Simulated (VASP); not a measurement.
# C (Fd-3m) in VASP: a series of runs

The runs below take C through single point, with HSE06.

All numbers are computed with VASP 6.6.1; they aren't measurements. Logs are shortened: lines on timing, memory, paths and dates and some standing lists are left out, and cuts for length are marked.

## (1) The cell of the first run

The structure is cubic, space group Fd-3m (No. 227). Conventional cell: a = 3.631 Å, b = 3.631 Å, c = 3.631 Å, α = 90.00°, β = 90.00°, γ = 90.00°. C (site symmetry -43m) has 4 C at 1.57 Å within 2.1 Å.

## (2) Single point, HSE06 (strain +2.0%)

Contents of POSCAR:

```
C
1.0
    0.0000000000      1.8157266254      1.8157266254
    1.8157266254      0.0000000000      1.8157266254
    1.8157266254      1.8157266254      0.0000000000
C
2
Direct
    0.0000000000      0.0000000000      0.0000000000
    0.2500000000      0.2500000000      0.2500000000
```

Contents of INCAR.step1:

```
SYSTEM = C
ALGO     = Normal         ! electronic algorithm
EDIFF    = 1E-5           ! SCF threshold, eV
ENCUT    = 520            ! plane-wave cutoff, eV
GGA      = PE             ! functional
ISIF     = 2              ! what is computed and relaxed
ISMEAR   = 0              ! smearing method
LASPH    = .True.         ! aspherical terms in the spheres
LREAL    = .False.        ! projectors in reciprocal space
LWAVE    = .True.         ! write WAVECAR
NBANDS   = 11             ! bands
NELM     = 80             ! most SCF steps
PREC     = Accurate       ! precision mode
SIGMA    = 0.01           ! smearing width, eV
```

Contents of INCAR.step2:

```
SYSTEM = C
ALGO     = Normal         ! electronic algorithm
EDIFF    = 1E-7           ! SCF threshold, eV
ENCUT    = 520            ! plane-wave cutoff, eV
GGA      = PE             ! functional
HFSCREEN = 0.2079         ! screening, 1/A
ISIF     = 2              ! what is computed and relaxed
ISMEAR   = 0              ! smearing method
ISTART   = 1            
LASPH    = .True.         ! aspherical terms in the spheres
LCHARG   = .True.         ! write CHGCAR
LELF     = .True.         ! ELF
LHFCALC  = .True.         ! exact exchange
LREAL    = .False.        ! projectors in reciprocal space
LVHAR    = .True.       
LWAVE    = .False.        ! write WAVECAR
NBANDS   = 11             ! bands
NELM     = 80             ! most SCF steps
PREC     = Accurate       ! precision mode
PRECFOCK = Normal       
SIGMA    = 0.01           ! smearing width, eV
```

Contents of KPOINTS:

```
k-points
0
Gamma
  8 8 8
  0 0 0
```

Potentials or basis: VASP PAW PBE potentials, release 64 (C).

On the command line:

```console
$ cat potpaw_PBE.64/C/POTCAR > POTCAR
$ cp INCAR.step1 INCAR
$ mpirun -np 1 vasp_std > vasp.out
$ cp INCAR.step2 INCAR
$ mpirun -np 1 vasp_std > vasp.out
```

OUTCAR:

```text
SYSTEM = C
   EDIFF = 1E-7
   ENCUT = 520
   GGA = PE
   HFSCREEN = 0.2079
   ISIF = 2
   ISMEAR = 0
   ISTART = 1
   LASPH = .True.
   LHFCALC = .True.
   LREAL = .False.
   NELM = 80
   PREC = Accurate
   PRECFOCK = Normal

 ion  position               nearest neighbor table
   1  0.000  0.000  0.000-   2 1.57   2 1.57   2 1.57   2 1.57
   2  0.250  0.250  0.250-   1 1.57   1 1.57   1 1.57   1 1.57

  LATTYP: Found a face centered cubic cell.
 ALAT       =     3.6314532508

  Lattice vectors:

 A1 = (   0.0000000000,   1.8157266254,   1.8157266254)
 A2 = (   1.8157266254,   0.0000000000,   1.8157266254)
 A3 = (   1.8157266254,   1.8157266254,   0.0000000000)

Analysis of symmetry for initial positions (statically):
=====================================================================
 Subroutine PRICEL returns:
 Original cell was already a primitive cell.

 Routine SETGRP: Setting up the symmetry group for a
 face centered cubic supercell.

 Subroutine GETGRP returns: Found 48 space group operations
 (whereof 24 operations were pure point group operations)
 out of a pool of 48 trial point group operations.

The static configuration has the point symmetry T_d .
 The point group associated with its full space group is O_h .

Analysis of symmetry for dynamics (positions and initial velocities):
=====================================================================
 Subroutine PRICEL returns:
 Original cell was already a primitive cell.

 Routine SETGRP: Setting up the symmetry group for a
 face centered cubic supercell.

 Subroutine GETGRP returns: Found 48 space group operations
 (whereof 24 operations were pure point group operations)
 out of a pool of 48 trial point group operations.

The dynamic configuration has the point symmetry T_d .
 The point group associated with its full space group is O_h .

 Subroutine INISYM returns: Found 48 space group operations
 (whereof 24 operations are pure point group operations),
 and found     1 'primitive' translations

----------------------------------------------------------------------------------------

                                     Primitive cell

  volume of cell :      11.9724

  direct lattice vectors                    reciprocal lattice vectors
     0.000000000  1.815726625  1.815726625    -0.275371850  0.275371850  0.275371850
     1.815726625  0.000000000  1.815726625     0.275371850 -0.275371850  0.275371850
     1.815726625  1.815726625  0.000000000     0.275371850  0.275371850 -0.275371850

  length of vectors
     2.567825219  2.567825219  2.567825219     0.476958035  0.476958035  0.476958035

  position of ions in fractional coordinates (direct lattice)
     0.000000000  0.000000000  0.000000000
     0.250000000  0.250000000  0.250000000

  ion indices of the primitive-cell ions
   primitive index   ion index
                 1           1
                 2           2

----------------------------------------------------------------------------------------

 KPOINTS: k-points

Automatic generation of k-mesh.
 Grid dimensions read from file:
 generate k-points for:    8    8    8

 Generating k-lattice:

  Cartesian coordinates                     Fractional coordinates (reciprocal lattice)
    -0.034421481  0.034421481  0.034421481     0.125000000  0.000000000  0.000000000
     0.034421481 -0.034421481  0.034421481     0.000000000  0.125000000  0.000000000
     0.034421481  0.034421481 -0.034421481     0.000000000  0.000000000  0.125000000

  Length of vectors
     0.059619754  0.059619754  0.059619754

  Shift w.r.t. Gamma in fractional coordinates (k-lattice)
     0.000000000  0.000000000  0.000000000

 Subroutine IBZKPT returns following result:
 ===========================================

 Found     29 irreducible k-points:

 Following reciprocal coordinates:
            Coordinates               Weight
  0.000000  0.000000  0.000000      1.000000
  0.125000  0.000000  0.000000      8.000000
  0.250000  0.000000  0.000000      8.000000
  0.375000  0.000000  0.000000      8.000000
  0.500000  0.000000  0.000000      4.000000
  0.125000  0.125000  0.000000      6.000000
[... 16 lines left out ...]
  0.500000  0.250000  0.125000     48.000000
 -0.375000  0.250000  0.125000     24.000000
 [... further k-points ...]
   k-points           NKPTS =     29   k-points in BZ     NKDIM =    512   number of bands    NBANDS=     11
   number of dos      NEDOS =    301   number of ions     NIONS =      2
   total plane-waves  NPLWV =   8000
   dimension x,y,z NGX =    20 NGY =   20 NGZ =   20
   dimension x,y,z NGXF=    40 NGYF=   40 NGZF=   40
   ions per type =               2
   NGX,Y,Z   is equivalent  to a cutoff of  12.95, 12.95, 12.95 a.u.
   NGXF,Y,Z  is equivalent  to a cutoff of  25.90, 25.90, 25.90 a.u.
 SYSTEM =  C
   PREC   = accura    normal or accurate (medium, high low for compatibility)
   ISTART =      1    job   : 0-new  1-cont  2-samecut
   ICHARG =      0    charge: 1-file 2-atom 10-const
   ISPIN  =      1    spin polarized calculation?
   LNONCOLLINEAR =      F non collinear calculations
   LSORBIT =      F    spin-orbit coupling
   LASPH  =      T    aspherical Exc in radial PAW
   ENCUT  =  520.0 eV  38.22 Ry    6.18 a.u.   4.77  4.77  4.77*2*pi/ulx,y,z
   NELM   =     80;   NELMIN=  2; NELMDL=  0     # of ELM steps
   EDIFF  = 0.1E-06   stopping-criterion for ELM
   LREAL  =      F    real-space projection
   EDIFFG = 0.1E-05   stopping-criterion for IOM
   NSW    =      0    number of steps for IOM
   IBRION =     -1    ionic relax: 0-MD 1-quasi-New 2-CG
   NFREE  =      0    steps in history (QN), initial steepest desc. (CG)
   ISIF   =      2    stress and relaxation
   ISYM   =      3    0-nonsym 1-usesym 2-fastsym
   POTIM  = 0.5000    time-step for ionic-motion
   TEBEG  =    0.0;   TEEND  =   0.0 temperature during run
   PSTRESS=    0.0 pullay stress
   NELECT =       8.0000    total number of electrons
   NUPDOWN=      -1.0000    fix difference up-down
   EMIN   =  10.00;   EMAX   =-10.00  energy-range for DOS
   EFERMI =   0.00;   METHOD = LEGACY
   ISMEAR =     0;   SIGMA  =   0.01  broadening in eV -4-tet -1-fermi 0-gaus
   EFERMI_NEDOS =   21; number of points for ismear=-14 and -15
   IALGO  =     38    algorithm
   IMIX   =      1    mixing-type and parameters
     AMIX     =   0.40;   BMIX     =  1.00
     AMIX_MAG =   1.60;   BMIX_MAG =  1.00
  volume/ion in A,a.u.               =       5.99        40.40
  Fermi-wavevector in a.u.,A,eV,Ry     =   1.431235  2.704643 27.870642  2.048434
  Thomas-Fermi vector in A             =   2.550994
   LORBIT       =      0    0 simple, 1 ext, 2 COOP (PROOUT), +10 PAW based schemes
   GGA     = PE    functional components
   LHFCALC =     T    Hartree Fock is set to
   PRECFOCK=normal    Normal, Fast or Accurate (Low or Medium for compatibility)
   ENCUT4O =  -1.0   cutoff for four orbital integrals eV
   NKREDX  =     1    reduce k-point grid by
   NKREDY  =     1    reduce k-point grid by
   NKREDZ  =     1    reduce k-point grid by
   AEXX    =    0.2500 exact exchange contribution
   HFSCREEN=    0.2079 screening length (either q_TF or 0.3 A-1)
   HFSCREENC=   0.2079 screening length for correlation (either q_TF or 0.3 A-1)
   ENCUTFOCK=  -1.0 apply spherical cutoff to Coloumb kernel
   IVDW    =     0    specifies the selected vdW correction
   LEPSILON=     F    determine dielectric tensor
   LRPA    =     F    only Hartree local field effects (RPA)
 non-spin polarized calculation
 Gauss-broadening in eV      SIGMA  =   0.01
  energy-cutoff  :      520.00
  volume of cell :       11.97
 maximum number of plane-waves:       332
  NGX = 16; NGY = 16; NGZ = 16

 number of electron       8.0000001 magnetization

 Free energy of the ion-electron system (eV)
  ---------------------------------------------------
  ext. energy  EPLUGINS =         0.00000000
  ---------------------------------------------------
  free energy    TOTEN  =       -20.97649968 eV

  energy without entropy =      -20.97649968  energy(sigma->0) =      -20.97649968

 E-fermi :   8.4879     XC(G=0): -10.6174

 val. band max:        8.3571685143   @ k =   0.0000   0.0000   0.0000
 cond. band min:      13.5037071972   @ k =   0.3750   0.3750   0.0000
 fundamental gap:      5.1465386829
 Fermi energy:         8.4878739489

 k-point     1 :       0.0000    0.0000    0.0000
  band No.  band energies     occupation
      1     -14.4319      2.00000
      2       8.3572      2.00000
      3       8.3572      2.00000
      4       8.3572      2.00000
      5      15.1634      0.00000
      6      15.1634      0.00000
      7      15.1634      0.00000
      8      22.3408      0.00000
      9      28.4855      0.00000
     10      36.0348      0.00000
     11      36.0348      0.00000

 k-point     2 :       0.1250    0.0000    0.0000
  band No.  band energies     occupation
      1     -13.9811      2.00000
      2       5.8500      2.00000
      3       7.7024      2.00000
      4       7.7024      2.00000
      5      16.0333      0.00000
      6      16.0333      0.00000
      7      16.3554      0.00000
      8      22.8379      0.00000
      9      29.2157      0.00000
     10      32.9892      0.00000
     11      32.9892      0.00000

 k-point     3 :       0.2500    0.0000    0.0000
  band No.  band energies     occupation
      1     -12.6436      2.00000
      2       1.4063      2.00000
      3       6.5630      2.00000
      4       6.5630      2.00000
      5      17.4275      0.00000
      6      17.4275      0.00000
      7      17.4436      0.00000
      8      24.1068      0.00000
      9      30.0792      0.00000
     10      31.9235      0.00000
     11      31.9235      0.00000
[... 267 lines left out ...]
 k-point    23 :       0.5000    0.2500    0.1250
  band No.  band energies     occupation
      1      -9.3683      2.00000
      2      -2.0901      2.00000
      3       1.7765      2.00000
      4       4.1304      2.00000
      5      17.5278      0.00000
      6      19.1761      0.00000
      7      21.9318      0.00000
      8      23.0302      0.00000
      9      29.8087      0.00000
     10      31.8869      0.00000
     11      35.6934      0.00000

 k-point    24 :      -0.3750    0.2500    0.1250
  band No.  band energies     occupation
      1      -7.4593      2.00000
      2      -4.6352      2.00000
      3       1.7009      2.00000
      4       3.5217      2.00000
      5      17.8955      0.00000
      6      18.9060      0.00000
      7      22.6819      0.00000
      8      24.6342      0.00000
      9      27.8538      0.00000
     10      33.5893      0.00000
     11      35.8831      0.00000

 [... further k-points ...]

------------------------ aborting loop because EDIFF is reached ----------------------------------------

  FORCE on cell =-STRESS in cart. coord.  units (eV):
  Direction    XX          YY          ZZ          XY          YZ          ZX
  --------------------------------------------------------------------------------------
  -------------------------------------------------------------------------------------
  Total       -2.1674924     -2.1674924     -2.1674924      0.0000000     -0.0000000      0.0000000
  in kB     -290.0592903   -290.0592903   -290.0592903      0.0000000     -0.0000000      0.0000000
  external PRESSURE =    -290.0592903 kB  Pullay stress =       0.0000000 kB

 VOLUME and BASIS-vectors are now :
 -----------------------------------------------------------------------------
  energy-cutoff  :      520.00
  volume of cell :       11.97
      direct lattice vectors                 reciprocal lattice vectors
     0.000000000  1.815726625  1.815726625    -0.275371850  0.275371850  0.275371850
     1.815726625  0.000000000  1.815726625     0.275371850 -0.275371850  0.275371850
     1.815726625  1.815726625  0.000000000     0.275371850  0.275371850 -0.275371850

 POSITION                                       TOTAL-FORCE (eV/Angst)
 -----------------------------------------------------------------------------------
      0.00000      0.00000      0.00000        -0.000000      0.000000     -0.000000
      0.90786      0.90786      0.90786         0.000000     -0.000000      0.000000
 -----------------------------------------------------------------------------------
    total drift:                               -0.000000      0.000000     -0.000000

  FREE ENERGIE OF THE ION-ELECTRON SYSTEM (eV)
  ---------------------------------------------------
  free  energy   TOTEN  =       -20.9764996838 eV

  energy  without entropy=      -20.9764996838  energy(sigma->0) =      -20.97649968
```

Run time: 27 min. Hardware: 1 thread of Oxide Virtual Turin-like, shared host; peak memory 0.19 GiB.

What came out:

```
Free energy            : -20.9765 eV
Pressure               : -29.0 GPa
Band gap on the k mesh : 5.15 eV (least direct gap 6.81 eV)
```

Caveat: the cell differs from its parent crystal (strain +2.0%); the cell stands under tension; the PAW data sets were made with another functional, which shifts forces and pressure a little.

## (3) Single point, HSE06 (strain +3.0%)

Contents of POSCAR:

```
C
1.0
    0.0000000000      1.8335278668      1.8335278668
    1.8335278668      0.0000000000      1.8335278668
    1.8335278668      1.8335278668      0.0000000000
C
2
Direct
    0.0000000000      0.0000000000      0.0000000000
    0.2500000000      0.2500000000      0.2500000000
```

Contents of INCAR.step1:

```
SYSTEM = C
PREC     = Accurate       ! precision mode
ENCUT    = 520            ! plane-wave cutoff, eV
EDIFF    = 1E-5           ! SCF threshold, eV
ISMEAR   = 0              ! smearing method
SIGMA    = 0.01           ! smearing width, eV
LREAL    = .FALSE.        ! projectors in reciprocal space
LASPH    = .TRUE.         ! aspherical terms in the spheres
NELM     = 100            ! most SCF steps
ALGO     = Normal         ! electronic algorithm
ISIF     = 2              ! what is computed and relaxed
LWAVE    = .TRUE.         ! write WAVECAR
LCHARG   = .FALSE.        ! write CHGCAR
GGA      = PE             ! functional
NBANDS   = 11             ! bands
```

Contents of INCAR.step2:

```
SYSTEM = C
PREC     = Accurate       ! precision mode
ENCUT    = 520            ! plane-wave cutoff, eV
EDIFF    = 1E-7           ! SCF threshold, eV
ISMEAR   = 0              ! smearing method
SIGMA    = 0.01           ! smearing width, eV
LREAL    = .FALSE.        ! projectors in reciprocal space
LASPH    = .TRUE.         ! aspherical terms in the spheres
NELM     = 100            ! most SCF steps
ALGO     = Normal         ! electronic algorithm
ISIF     = 2              ! what is computed and relaxed
LWAVE    = .FALSE.        ! write WAVECAR
LCHARG   = .FALSE.        ! write CHGCAR
GGA      = PE             ! functional
LHFCALC  = .TRUE.         ! exact exchange
HFSCREEN = 0.2079         ! screening, 1/A
PRECFOCK = Normal       
ISTART   = 1            
NBANDS   = 11             ! bands
```

Contents of KPOINTS:

```
Automatic mesh
0
G
  8 8 8
  0 0 0
```

Potentials or basis: VASP PAW PBE potentials, release 64 (C).

On the command line:

```console
$ cat potpaw_PBE.64/C/POTCAR > POTCAR
$ cp INCAR.step1 INCAR
$ mpirun -np 1 vasp_std > vasp.out
$ cp INCAR.step2 INCAR
$ mpirun -np 1 vasp_std > vasp.out
```

It took 19 min on 1 thread of Oxide Virtual Turin-like, shared host; peak memory 0.19 GiB.

It converged, with:

- Free energy: -20.9012 eV
- Pressure: -39.0 GPa
- Band gap on the k mesh: 5.08 eV (least direct gap 6.72 eV)

Levels at points of the mesh, in eV from the valence-band top:
| k point | band 1 | band 2 | band 3 | band 4 | band 5 | band 6 | band 7 | band 8 |
| --- | --- | --- | --- | --- | --- | --- | --- | --- |
| (0.00, 0.00, 0.00) | -22.40 | 0.00 | 0.00 | 0.00 | 6.72 | 6.72 | 6.72 | 13.31 |
| (0.50, 0.00, 0.00) | -16.66 | -13.68 | -2.84 | -2.84 | 9.18 | 9.64 | 9.64 | 16.84 |
| (0.50, 0.50, 0.00) | -13.48 | -13.48 | -6.35 | -6.35 | 5.71 | 5.71 | 17.92 | 17.92 |

Caveat: the cell differs from its parent crystal (strain +3.0%); the cell stands under tension; the PAW data sets were made with another functional, which shifts forces and pressure a little. A k mesh can miss the band edges.
